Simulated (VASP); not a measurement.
# SnO in VASP: single point with PBE+D3(BJ)

Aim: the single point of SnO with PBE+D3(BJ).

Everything below comes from runs of VASP 6.6.1. Logs are shortened: lines on timing, memory, paths and dates and some standing lists are left out, and cuts for length are marked.

### Step 1. The cell of the first run

The cell holds a slab with vacuum, 8 atoms: a = 3.820 Å, b = 3.820 Å, c = 22.226 Å, α = 90.00°, β = 90.00°, γ = 90.00°.

### Step 2. Single point, PBE+D3(BJ) (layers slid over each other)

File INCAR:

```
PREC     = Accurate       # precision mode
ENCUT    = 520            # plane-wave cutoff, eV
EDIFF    = 1E-6           # SCF threshold, eV
ISMEAR   = 0              # smearing method
SIGMA    = 0.05           # smearing width, eV
LREAL    = F              # projectors in reciprocal space
LASPH    = T              # aspherical terms in the spheres
NELM     = 120            # most SCF steps
ALGO     = Normal         # electronic algorithm
ISIF     = 2              # what is computed and relaxed
LWAVE    = F              # write WAVECAR
LCHARG   = F              # write CHGCAR
LDIPOL   = T            
IDIPOL   = 3            
DIPOL    = 0.5 0.5 0.395
GGA      = PE             # functional
IVDW     = 12             # dispersion correction
NBANDS   = 50             # bands
GGA_COMPAT= F            
NELMDL   = -8
```

File KPOINTS:

```
Automatic mesh
0
Gamma
  7 7 1
```

File POSCAR:

```
SnO
1.0
    3.8201526160      0.0002954389      0.0000000000
   -0.0003145156      3.8201526145      0.0000000000
    0.0000000000      0.0000000000     22.2260756252
Sn O
4 4
Direct
    0.9999453016      0.9999453016      0.2024648920
    0.4999453016      0.4999453016      0.3087831576
    0.9999453016      0.9999453016      0.4820031207
    0.4999453016      0.4999453016      0.5883213864
    0.9999461184      0.4999461184      0.2556240248
    0.4999461184      0.9999461184      0.2556240248
    0.9999461184      0.4999461184      0.5351622535
    0.4999461184      0.9999461184      0.5351622535
```

Potentials or basis: VASP PAW PBE potentials, release 64 (Sn_d, O).

Launch:

```sh
$ cat potpaw_PBE.64/Sn_d/POTCAR potpaw_PBE.64/O/POTCAR > POTCAR
$ mpirun -np 1 vasp_std > vasp.out
```

OUTCAR:

```text
PREC = Accurate
   ENCUT = 520
   EDIFF = 1E-6
   ISMEAR = 0
   LREAL = F
   LASPH = T
   NELM = 120
   ISIF = 2
   GGA = PE
   IVDW = 12
   NELMDL = -8
 IVDW          = 12

 ion  position               nearest neighbor table
   1  1.000  1.000  0.202-   6 2.25   5 2.25   6 2.25   5 2.25   2 3.59   2 3.59   2 3.59   2 3.59

   2  0.500  0.500  0.309-   5 2.25   6 2.25   5 2.25   6 2.25   1 3.59   1 3.59   1 3.59   1 3.59

   3  1.000  1.000  0.482-   8 2.25   7 2.25   8 2.25   7 2.25   4 3.59   4 3.59   4 3.59   4 3.59

   4  0.500  0.500  0.588-   7 2.25   8 2.25   7 2.25   8 2.25   3 3.59   3 3.59   3 3.59   3 3.59

   5  1.000  0.500  0.256-   2 2.25   1 2.25   2 2.25   1 2.25
   6  0.500  1.000  0.256-   1 2.25   2 2.25   1 2.25   2 2.25
   7  1.000  0.500  0.535-   3 2.25   4 2.25   3 2.25   4 2.25
   8  0.500  1.000  0.535-   3 2.25   4 2.25   3 2.25   4 2.25

  LATTYP: Found a simple tetragonal cell.
 ALAT       =     3.8201526274
 C/A-ratio  =     5.8181119429

  Lattice vectors:

 A1 = (   3.8201526160,   0.0002954389,   0.0000000000)
 A2 = (  -0.0003145156,   3.8201526145,   0.0000000000)
 A3 = (   0.0000000000,   0.0000000000,  22.2260756252)

Analysis of symmetry for initial positions (statically):
=====================================================================
 Subroutine PRICEL returns:
 Original cell was already a primitive cell.

 Routine SETGRP: Setting up the symmetry group for a
 simple tetragonal supercell.

 Subroutine GETGRP returns: Found 16 space group operations
 (whereof  2 operations were pure point group operations)
 out of a pool of 16 trial point group operations.

The static configuration has the point symmetry C_1h.
 The point group associated with its full space group is D_4h.

Analysis of symmetry for dynamics (positions and initial velocities):
=====================================================================
 Subroutine PRICEL returns:
 Original cell was already a primitive cell.

 Routine SETGRP: Setting up the symmetry group for a
 simple tetragonal supercell.

 Subroutine GETGRP returns: Found 16 space group operations
 (whereof  2 operations were pure point group operations)
 out of a pool of 16 trial point group operations.

The dynamic configuration has the point symmetry C_1h.
 The point group associated with its full space group is D_4h.

 Subroutine INISYM returns: Found 16 space group operations
 (whereof  2 operations are pure point group operations),
 and found     1 'primitive' translations

----------------------------------------------------------------------------------------

                                     Primitive cell

  volume of cell :     324.3577

  direct lattice vectors                    reciprocal lattice vectors
     3.820152616  0.000295439  0.000000000     0.261769645  0.000021552  0.000000000
    -0.000314516  3.820152614  0.000000000    -0.000020244  0.261769645  0.000000000
     0.000000000  0.000000000 22.226075625     0.000000000  0.000000000  0.044992198

  length of vectors
     3.820152627  3.820152627 22.226075625     0.261769646  0.261769646  0.044992198

  position of ions in fractional coordinates (direct lattice)
     0.999945302  0.999945302  0.202464892
     0.499945302  0.499945302  0.308783158
     0.999945302  0.999945302  0.482003121
     0.499945302  0.499945302  0.588321386
     0.999946118  0.499946118  0.255624025
     0.499946118  0.999946118  0.255624025
     0.999946118  0.499946118  0.535162253
     0.499946118  0.999946118  0.535162253

  ion indices of the primitive-cell ions
   primitive index   ion index
                 1           1
                 2           2
                 3           3
                 4           4
                 5           5
                 6           6
                 7           7
                 8           8

----------------------------------------------------------------------------------------

 KPOINTS: Automatic mesh

Automatic generation of k-mesh.
 Grid dimensions read from file:
 generate k-points for:    7    7    1

 Generating k-lattice:

  Cartesian coordinates                     Fractional coordinates (reciprocal lattice)
     0.037395664  0.000003079  0.000000000     0.142857143 -0.000000000  0.000000000
    -0.000002892  0.037395664  0.000000000     0.000000000  0.142857143  0.000000000
     0.000000000  0.000000000  0.044992198     0.000000000  0.000000000  1.000000000

  Length of vectors
     0.037395664  0.037395664  0.044992198

  Shift w.r.t. Gamma in fractional coordinates (k-lattice)
     0.000000000  0.000000000  0.000000000

 Subroutine IBZKPT returns following result:
 ===========================================

 Found     10 irreducible k-points:

 Following reciprocal coordinates:
            Coordinates               Weight
  0.000000  0.000000  0.000000      1.000000
  0.142857  0.000000  0.000000      4.000000
  0.285714  0.000000  0.000000      4.000000
  0.428571  0.000000  0.000000      4.000000
  0.142857  0.142857  0.000000      4.000000
  0.285714  0.142857  0.000000      8.000000
  0.428571  0.142857  0.000000      8.000000
  0.285714  0.285714  0.000000      4.000000
  0.428571  0.285714  0.000000      8.000000
  0.428571  0.428571  0.000000      4.000000
   k-points           NKPTS =     10   k-points in BZ     NKDIM =     10   number of bands    NBANDS=     50
   number of dos      NEDOS =    301   number of ions     NIONS =      8
   total plane-waves  NPLWV = 131712
   dimension x,y,z NGX =    28 NGY =   28 NGZ =  168
   dimension x,y,z NGXF=    56 NGYF=   56 NGZF=  336
   ions per type =               4   4
   NGX,Y,Z   is equivalent  to a cutoff of  12.19, 12.19, 12.57 a.u.
   NGXF,Y,Z  is equivalent  to a cutoff of  24.37, 24.37, 25.13 a.u.
 SYSTEM =  unknown system
   PREC   = accura    normal or accurate (medium, high low for compatibility)
   ISTART =      0    job   : 0-new  1-cont  2-samecut
   ICHARG =      2    charge: 1-file 2-atom 10-const
   ISPIN  =      1    spin polarized calculation?
   LNONCOLLINEAR =      F non collinear calculations
   LSORBIT =      F    spin-orbit coupling
   LASPH  =      T    aspherical Exc in radial PAW
   ENCUT  =  520.0 eV  38.22 Ry    6.18 a.u.   7.10  7.10 41.33*2*pi/ulx,y,z
   NELM   =    120;   NELMIN=  2; NELMDL= -8     # of ELM steps
   EDIFF  = 0.1E-05   stopping-criterion for ELM
   LREAL  =      F    real-space projection
   EDIFFG = 0.1E-04   stopping-criterion for IOM
   NSW    =      0    number of steps for IOM
   IBRION =     -1    ionic relax: 0-MD 1-quasi-New 2-CG
   NFREE  =      0    steps in history (QN), initial steepest desc. (CG)
   ISIF   =      2    stress and relaxation
   ISYM   =      2    0-nonsym 1-usesym 2-fastsym
   POTIM  = 0.5000    time-step for ionic-motion
   TEBEG  =    0.0;   TEEND  =   0.0 temperature during run
   PSTRESS=    0.0 pullay stress
   NELECT =      80.0000    total number of electrons
   NUPDOWN=      -1.0000    fix difference up-down
   EMIN   =  10.00;   EMAX   =-10.00  energy-range for DOS
   EFERMI =   0.00;   METHOD = LEGACY
   ISMEAR =     0;   SIGMA  =   0.05  broadening in eV -4-tet -1-fermi 0-gaus
   EFERMI_NEDOS =   21; number of points for ismear=-14 and -15
   IALGO  =     38    algorithm
   IMIX   =      4    mixing-type and parameters
     AMIX     =   0.40;   BMIX     =  1.00
     AMIX_MAG =   1.60;   BMIX_MAG =  1.00
  volume/ion in A,a.u.               =      40.54       273.61
  Fermi-wavevector in a.u.,A,eV,Ry     =   1.026668  1.940121 14.341187  1.054047
  Thomas-Fermi vector in A             =   2.160573
   LORBIT       =      0    0 simple, 1 ext, 2 COOP (PROOUT), +10 PAW based schemes
   GGA     = PE    functional components
   LHFCALC =     F    Hartree Fock is set to
   AEXX    =    0.0000 exact exchange contribution
   IVDW    =    12    specifies the selected vdW correction
   LEPSILON=     F    determine dielectric tensor
   LRPA    =     F    only Hartree local field effects (RPA)
 non-spin polarized calculation
 Gauss-broadening in eV      SIGMA  =   0.05
  energy-cutoff  :      520.00
  volume of cell :      324.36
 maximum number of plane-waves:      8769
   NGX = 15   NGY = 15   NGZ = 83

 dipolmoment           0.000000      0.000000      0.000332 electrons x Angstroem

 number of electron      79.9999968 magnetization

 dipolmoment           0.000000      0.000000     -0.000005 electrons x Angstroem

 Free energy of the ion-electron system (eV)
  ---------------------------------------------------
  ext. energy  EPLUGINS =         0.00000000
  ---------------------------------------------------
  free energy    TOTEN  =       -45.21734019 eV

  energy without entropy =      -45.21734019  energy(sigma->0) =      -45.21734019

 E-fermi :   0.1309     XC(G=0):  -5.2910

 val. band max:       -0.1599070672   @ k =   0.1429   0.0000   0.0000
 cond. band min:       2.3343364888   @ k =   0.4286   0.4286   0.0000
 fundamental gap:      2.4942435561
 Fermi energy:         0.1308845015

 k-point     1 :       0.0000    0.0000    0.0000
  band No.  band energies     occupation
      1     -21.0697      2.00000
      2     -21.0695      2.00000
      3     -20.7094      2.00000
      4     -20.7092      2.00000
      5     -20.6716      2.00000
      6     -20.6716      2.00000
[... 42 lines left out ...]
     49       5.2673      0.00000
     50       5.2674      0.00000

 k-point     2 :       0.1429    0.0000    0.0000
  band No.  band energies     occupation
      1     -21.0607      2.00000
      2     -21.0605      2.00000
      3     -20.7101      2.00000
      4     -20.7097      2.00000
      5     -20.6732      2.00000
      6     -20.6727      2.00000
[... 42 lines left out ...]
     49       5.4215      0.00000
     50       5.4407      0.00000

 k-point     3 :       0.2857    0.0000    0.0000
  band No.  band energies     occupation
      1     -21.0356      2.00000
      2     -21.0356      2.00000
      3     -20.8061      2.00000
      4     -20.8057      2.00000
      5     -20.6774      2.00000
      6     -20.6773      2.00000
[... 42 lines left out ...]
     49       5.6058      0.00000
     50       5.6731      0.00000

 k-point     4 :       0.4286    0.0000    0.0000
  band No.  band energies     occupation
      1     -20.9918      2.00000
      2     -20.9916      2.00000
      3     -20.9170      2.00000
      4     -20.9167      2.00000
      5     -20.6806      2.00000
      6     -20.6802      2.00000
[... 257 lines left out ...]
 k-point     9 :       0.4286    0.2857    0.0000
  band No.  band energies     occupation
      1     -21.0046      2.00000
      2     -21.0042      2.00000
      3     -20.9626      2.00000
      4     -20.9621      2.00000
      5     -20.6745      2.00000
      6     -20.6743      2.00000
[... 42 lines left out ...]
     49       5.8273      0.00000
     50       6.0878      0.00000

 k-point    10 :       0.4286    0.4286    0.0000
  band No.  band energies     occupation
      1     -21.0106      2.00000
      2     -21.0097      2.00000
      3     -20.9967      2.00000
      4     -20.9958      2.00000
      5     -20.6765      2.00000
      6     -20.6765      2.00000
[... 42 lines left out ...]
     49       5.8240      0.00000
     50       6.0841      0.00000

------------------------ aborting loop because EDIFF is reached ----------------------------------------

 vacuum level on the upper side and lower side of the slab       (xc-potential included)        -0.145        -0.144

 Edisp (eV)   -1.27231

 E8    (eV) :    -0.5637

  FORCE on cell =-STRESS in cart. coord.  units (eV):
  Direction    XX          YY          ZZ          XY          YZ          ZX
  --------------------------------------------------------------------------------------
  -------------------------------------------------------------------------------------
  Total       0.10123     0.10123    -0.55916    -0.00000     0.00000    -0.00000
  in kB       0.50001     0.50001    -2.76201    -0.00000     0.00000    -0.00000
  external pressure =       -0.59 kB  Pullay stress =        0.00 kB

 VOLUME and BASIS-vectors are now :
 -----------------------------------------------------------------------------
  energy-cutoff  :      520.00
  volume of cell :      324.36
      direct lattice vectors                 reciprocal lattice vectors
     3.820152616  0.000295439  0.000000000     0.261769645  0.000021552  0.000000000
    -0.000314516  3.820152614  0.000000000    -0.000020244  0.261769645  0.000000000
     0.000000000  0.000000000 22.226075625     0.000000000  0.000000000  0.044992198

 POSITION                                       TOTAL-FORCE (eV/Angst)
 -----------------------------------------------------------------------------------
      3.81963      3.82024      4.50000        -0.000000     -0.000000     -0.070743
      1.90971      1.91002      6.86304        -0.000000     -0.000000      0.200060
      3.81963      3.82024     10.71304        -0.000000     -0.000000     -0.200060
      1.90971      1.91002     13.07608        -0.000000     -0.000000      0.070743
      3.81979      1.91017      5.68152         0.000000      0.000000      0.019475
      1.90956      3.82009      5.68152         0.000000      0.000000      0.019475
      3.81979      1.91017     11.89456        -0.000000      0.000000     -0.019475
      1.90956      3.82009     11.89456         0.000000     -0.000000     -0.019475
 -----------------------------------------------------------------------------------
    total drift:                               -0.013974     -0.013976     -0.000274

  FREE ENERGIE OF THE ION-ELECTRON SYSTEM (eV)
  ---------------------------------------------------
  free  energy   TOTEN  =       -46.4896545832 eV

  energy  without entropy=      -46.4896545832  energy(sigma->0) =      -46.48965458

 vacuum level on the upper side and lower side of the slab         4.801         4.805
```

Run time: 8.1 min. Hardware: 1 thread of Oxide Virtual Turin-like, shared host; peak memory 0.36 GiB.

What came out:

```
Free energy                : -46.4897 eV
Largest force              : 0.200 eV/Å
Band gap on the k mesh     : 2.49 eV (least direct gap 2.53 eV)
Dispersion energy per atom : -0.159 eV
```

Forces on the atoms (eV/Å):
```
Sn   0.000  0.000 -0.071
Sn   0.000  0.000  0.200
Sn   0.000  0.000 -0.200
Sn   0.000  0.000  0.071
O    0.000  0.000  0.019
O    0.000  0.000  0.019
O    0.000  0.000 -0.019
O    0.000  0.000 -0.019
```

Caveat: the cell differs from its parent crystal (layers slid over each other); spin-orbit coupling is left out, which moves the levels of the heavy elements.
